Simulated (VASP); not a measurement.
The system is ScS6.

```
Sc S
1.0
     0.00000    5.13060    5.13060
     5.13060    0.00000    5.13060
     5.13060    5.13060    0.00000
Sc S
1 6
Direct
  0.00000 0.00000 0.00000
  0.75000 0.25000 0.25000
  0.25000 0.75000 0.75000
  0.25000 0.75000 0.25000
  0.75000 0.25000 0.75000
  0.25000 0.25000 0.75000
  0.75000 0.75000 0.25000
```

This cell differs from its parent crystal: atoms taken out.

```yaml
Program: VASP 6.6.1
Task: relaxation of cell and atoms
Functional: PBE
Potentials_or_basis: VASP PAW PBE potentials, release 64 (Sc_sv, S)
Cutoff: 500 eV
k_mesh: 4 × 4 × 4
Occupations: gaussian, width 0.1 eV
Spin: no spin polarisation
```

At the start: pressure -5.0 GPa; volume 38.59 Å³/atom.

Problem. Where does the relaxation end?

Solution. Over 14 steps the energy falls by 491.7 meV/atom and the volume is 24.13 Å³/atom (-37.5 %); space group Fm-3m (No. 225, to 0.1 Å) before and after.

Step by step:
```tsv
step	energy change (eV)	largest force (eV/Å)	pressure (GPa)	volume (Å³)
1	0.0000	0.2892	-5.05	270.11
2	-1.0597	0.8283	-2.08	225.31
3	-1.1335	1.2498	-0.64	214.17
4	-1.6613	1.4209	-0.54	199.52
5	-2.9768	1.2971	4.02	159.63
6	-2.6291	0.1485	11.19	142.14
7	-2.9861	1.1836	5.25	155.64
8	-3.3038	0.1895	3.85	157.16
9	-3.3185	0.0792	3.70	157.55
10	-3.4184	0.0478	1.50	163.75
11	-3.4382	0.1238	0.04	168.69
12	-3.4383	0.1196	0.13	168.34
13	-3.4405	0.0746	0.07	168.54
14	-3.4419	0.0021	-0.03	168.88
```

Final structure:
```
Sc S
1.0
     0.00000    4.38713    4.38713
     4.38713    0.00000    4.38713
     4.38713    4.38713    0.00000
Sc S
1 6
Direct
  0.00000 0.00000 0.00000
  0.71521 0.28479 0.28479
  0.28479 0.71521 0.71521
  0.28479 0.71521 0.28479
  0.71521 0.28479 0.71521
  0.28479 0.28479 0.71521
  0.71521 0.71521 0.28479
```

Caveat: the cell differs from its parent crystal (atoms taken out); the volume moved by over 15 % at a fixed basis, so the end points are rough; an odd number of electrons without spin polarisation forces a metal; a magnetic or distorted state may lie lower.
